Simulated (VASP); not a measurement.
The system is KI.

```
K I
1.0
     0.00000    3.44177    3.44177
     3.44177    0.00000    3.44177
     3.44177    3.44177    0.00000
K I
1 1
Direct
  0.00000 0.00000 0.00000
  0.50000 0.50000 0.50000
```

This cell differs from its parent crystal: strain -2.9%.

Base run:

```yaml
Program: VASP 6.6.1
Functional: PBE
Potentials_or_basis: VASP PAW PBE potentials, release 64 (K_sv, I)
Cutoff: 520 eV
k_mesh: 6 × 6 × 6
Occupations: fermi-dirac, width 0.02 eV
Spin: no spin polarisation
```

Its results: band gap on the k mesh 4.15 eV, direct; pressure 1.9 GPa.

Problem. The run is repeated on the same cell with these changes: functional from PBE to r2SCAN; occupations from fermi-dirac, width 0.02 eV to gaussian, width 0.01 eV. What comes out?

Solution. Band gap on the k mesh 4.82 eV, direct; pressure 1.4 GPa.

Caveats: spin-orbit coupling is left out, which moves the levels of the heavy elements; the PAW data sets were made with another functional, which shifts forces and pressure a little (some runs).

A k mesh can miss the band edges.
